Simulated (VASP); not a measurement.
Crystal: Bi.

```
Bi
1.0
    -1.98143    1.98143    1.98143
     1.98143   -1.98143    1.98143
     1.98143    1.98143   -1.98143
Bi
1
Direct
  0.00000 0.00000 0.00000
```

This isn't the form of Bi at room conditions, which is rhombohedral.

```yaml
Program: VASP 6.6.1
Task: relaxation of cell and atoms
Functional: PBEsol
Potentials_or_basis: VASP PAW PBE potentials, release 64 (Bi_d)
Cutoff: 600 eV
k_mesh: 16 × 16 × 16
Occupations: gaussian, width 0.1 eV
Spin: no spin polarisation
```

At the start: pressure -2.0 GPa; volume 31.12 Å³/atom.

Q: Where does the relaxation end?

A: Over 3 steps the energy falls by 7.7 meV/atom and the volume is 29.96 Å³/atom (-3.7 %); space group Im-3m (No. 229, to 0.1 Å) before and after.

Step by step:
| step | energy change (eV) | largest force (eV/Å) | pressure (GPa) | volume (Å³) |
| --- | --- | --- | --- | --- |
| 1 | 0.0000 | 0.0000 | -2.04 | 31.12 |
| 2 | -0.0054 | 0.0000 | 1.25 | 29.36 |
| 3 | -0.0077 | 0.0000 | 0.00 | 29.96 |

Final structure:
```cif
data_structure
_symmetry_space_group_name_H-M 'P 1'
_symmetry_Int_Tables_number 1
_cell_length_a 3.3888
_cell_length_b 3.3888
_cell_length_c 3.3888
_cell_angle_alpha 109.471
_cell_angle_beta 109.471
_cell_angle_gamma 109.471
_cell_volume 29.96
loop_
_atom_site_label
_atom_site_type_symbol
_atom_site_fract_x
_atom_site_fract_y
_atom_site_fract_z
_atom_site_occupancy
Bi1 Bi 0.00000 0.00000 0.00000 1
```

Caveat: the PAW data sets were made with another functional, which shifts forces and pressure a little.
